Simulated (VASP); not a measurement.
Wanted: the native input for a VASP 6.6.1 run.

```yaml
Task: relaxation of cell and atoms
Functional: PBE
Dispersion: D3(BJ)
Potentials_or_basis: VASP PAW PBE potentials, release 64 (N)
Cutoff: 600 eV
k_mesh: 6 × 6 × 4
Occupations: gaussian, width 0.02 eV
Spin: no spin polarisation
Dipole_correction: no
Further_INCAR_settings: ALGO = Normal; EDIFF = 1e-06; IBRION = 2; EDIFFG = -0.02; NSW = 90; ISIF = 3
```

The structure of N lies in POSCAR:

```
N
1.0
    4.0840619700      0.0000000000      0.0000000000
    0.0000000000      4.0840619700      0.0000000000
    0.0000000000      0.0000000000      5.3459132500
N
4
Direct
    0.9042752000      0.9042752000      0.0000000000
    0.5957248000      0.4042752000      0.5000000000
    0.0957248000      0.0957248000      0.0000000000
    0.4042752000      0.5957248000      0.5000000000
```

The input as run:

INCAR

```
ALGO     = Normal         # electronic algorithm
EDIFF    = 1E-6           # SCF threshold, eV
EDIFFG   = -0.02          # ionic threshold
ENCUT    = 600            # plane-wave cutoff, eV
GGA      = PE             # functional
IBRION   = 2              # ionic algorithm
ISIF     = 3              # what is computed and relaxed
ISMEAR   = 0              # smearing method
IVDW     = 12             # dispersion correction
LASPH    = True           # aspherical terms in the spheres
LCHARG   = False          # write CHGCAR
LREAL    = False          # projectors in reciprocal space
LWAVE    = False          # write WAVECAR
NELM     = 80             # most SCF steps
NSW      = 90             # ionic steps
PREC     = Accurate       # precision mode
SIGMA    = 0.02           # smearing width, eV
```

KPOINTS

```
k-points
0
Gamma
  6 6 4
```

Potentials or basis: VASP PAW PBE potentials, release 64 (N).

The run is started by

```bash
$ cat potpaw_PBE.64/N/POTCAR > POTCAR
$ mpirun -np 1 vasp_std > vasp.out
```

Results of the run:

- Relaxed volume: 20.95 Å³/atom
- Relaxed cell: a = 3.996 Å, b = 3.996 Å, c = 5.247 Å, α = 90.00°, β = 90.00°, γ = 90.00°
- Space group after relaxing (to 0.05 Å): P4_2/mnm (No. 136)
- Energy gained by relaxing: 2.6 meV/atom
- Ionic steps: 12
- Pressure after relaxing: 0.0 GPa
- Band gap on the k mesh: 6.68 eV, indirect (least direct gap 6.92 eV)
- Dispersion energy per atom: -0.060 eV

Caveat: the standard files for N, O and F lose accuracy on very short bonds.

It took 2.9 min on 1 thread of Intel(R) Xeon(R) Platinum 8259CL CPU @ 2.50GHz (Skylake/Cascade Lake) (shared host), peak memory 0.25 GiB.
